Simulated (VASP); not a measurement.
**BeAl3: single point with PBE**

Crystal: BeAl3.

```xyz
4
Lattice="-1.9248 1.9248 3.8173 1.9248 -1.9248 3.8173 1.9248 1.9248 -3.8173" Properties=species:S:1:pos:R:3 pbc="T T T"
Be    0.0000    0.0000    0.0000
Al    0.0000    1.9248    1.9087
Al    1.9248    0.0000    1.9087
Al    0.0000    0.0000    3.8173
```

```json
{
 "Program": "VASP 6.6.1",
 "Task": "single point",
 "Functional": "PBE",
 "Potentials or basis": "VASP PAW PBE potentials, release 64 (Be, Al)",
 "Cutoff": "520 eV",
 "k mesh": "8 × 8 × 8",
 "Occupations": "methfessel-paxton, width 0.1 eV",
 "Spin": "no spin polarisation",
 "Dipole correction": "no",
 "Further INCAR settings": "ALGO = Normal; EDIFF = 1e-06; NBANDS = 14"
}
```

```yaml
Pressure: 3.4 GPa
Band_gap_on_the_k_mesh: zero (an odd number of electrons rules out a gap without spin polarisation)
```

Stress tensor (GPa, compression positive):
```
3.55 0.00 0.00
0.00 3.55 0.00
0.00 0.00 2.98
```

Levels at points of the mesh, in eV from the Fermi level:
| k point | band 1 | band 2 | band 3 | band 4 | band 5 | band 6 | band 7 | band 8 | band 9 | band 10 |
| --- | --- | --- | --- | --- | --- | --- | --- | --- | --- | --- |
| (0.00, 0.00, 0.00) | -11.27 | -2.61 | -0.52 | -0.45 | -0.45 | -0.35 | -0.35 | 0.25 | 1.16 | 2.52 |
| (0.50, 0.00, 0.00) | -8.54 | -7.99 | -3.61 | -3.43 | 0.00 | 0.29 | 1.79 | 2.63 | 4.27 | 5.44 |
| (0.50, 0.50, 0.00) | -6.64 | -6.46 | -4.71 | -4.39 | -3.94 | -3.16 | 1.63 | 2.37 | 3.72 | 4.42 |
| (0.50, 0.50, 0.50) | -9.18 | -8.45 | -2.73 | -2.73 | -0.73 | -0.68 | 5.87 | 6.33 | 6.33 | 6.50 |

Run time: 36 s on 1 thread of Intel(R) Xeon(R) Platinum 8488C (Sapphire Rapids) (shared host), peak memory 0.21 GiB.

Caveat: the cell stands under pressure.
